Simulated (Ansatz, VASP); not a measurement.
NaOs12: VASP beside Ansatz

```
Os Na
1.0
     5.48000    0.00000    0.00000
    -4.11000    7.11873    0.00000
     0.00000    0.00000    4.32646
Os Na
12 1
Cartesian
  -0.1103 -0.0322 -0.1495
  -0.1350 1.6591 2.2292
  -1.3664 2.4139 0.0959
  -1.2754 3.9968 2.1375
  -2.7728 4.6945 0.1082
  -2.8791 5.9443 2.3501
  2.8498 -0.0868 -0.3981
  2.8638 1.9538 2.3557
  1.2822 2.4905 -0.0510
  1.2479 3.9229 2.1338
  0.0037 4.7843 -0.0038
  -0.0174 6.3776 1.9661
  1.6875 0.5678 1.2741
```

Alike in both runs: functional LDA; k mesh 4 × 3 × 4; occupations gaussian, width 0.05 eV; no spin polarisation.

Ansatz relaxed the structure, and its values are those at the end. VASP's run is a single point on that final structure, the one shown.

|  | VASP | Ansatz |
| --- | --- | --- |
| version | VASP 6.6.1 | Ansatz 0.2.0 |
| potentials or method | VASP PAW LDA potentials, release 64 (Os, Na_pv), cutoff 520 eV | scalar-relativistic, plane waves, PAW |
| valence electrons in the cell | 103 | 201 |

```csv
,VASP,Ansatz,Ansatz less VASP
rms of the force components (eV/Å),0.012,0.004,-0.0082
```

LDA's correlation is that of Perdew and Zunger in VASP and of Perdew and Wang (1992) in Ansatz. VASP's potentials hold 103 valence electrons a cell and Ansatz's 201, so a difference there can come from the potentials and not from the codes.

The k mesh is coarse, so the values compare programs but aren't converged. Spin-orbit coupling is off throughout.
